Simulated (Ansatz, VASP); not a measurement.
**Na in VASP and in Ansatz**

```
CELL_PARAMETERS angstrom
-2.18102 2.18102 2.11750
2.18102 -2.18102 2.11750
2.18102 2.18102 -2.11750
ATOMIC_POSITIONS crystal
Na 0.00000 0.00000 0.00000
```

Change from the starting cell: equal xx and yy strain of +3 %, crystal datasets.

Alike in both runs: task electric field gradients; functional PBEsol; k mesh 12 × 12 × 12; occupations fermi-dirac, width 0.05 eV; no spin polarisation.

|  | VASP | Ansatz |
| --- | --- | --- |
| version | VASP 6.6.1 | Ansatz 0.2.0 |
| potentials or method | VASP PAW PBE potentials, release 64 (Na_pv), cutoff 520 eV | all-electron PAW with datasets made for the crystal, scalar-relativistic |

```tsv
	VASP	Ansatz	Ansatz less VASP
pressure (GPa)	-0.7	-0.7	+0.01
traceless stress, the component that is largest in VASP (GPa)	-0.05	-0.05	+0.001
size of Vzz on the site where it differs most (V/Å²)	0.2	0.2	-0.01
```

VASP's potentials were made for PBE, not for PBEsol. Ansatz ran all-electron here, and VASP with PAW potentials.
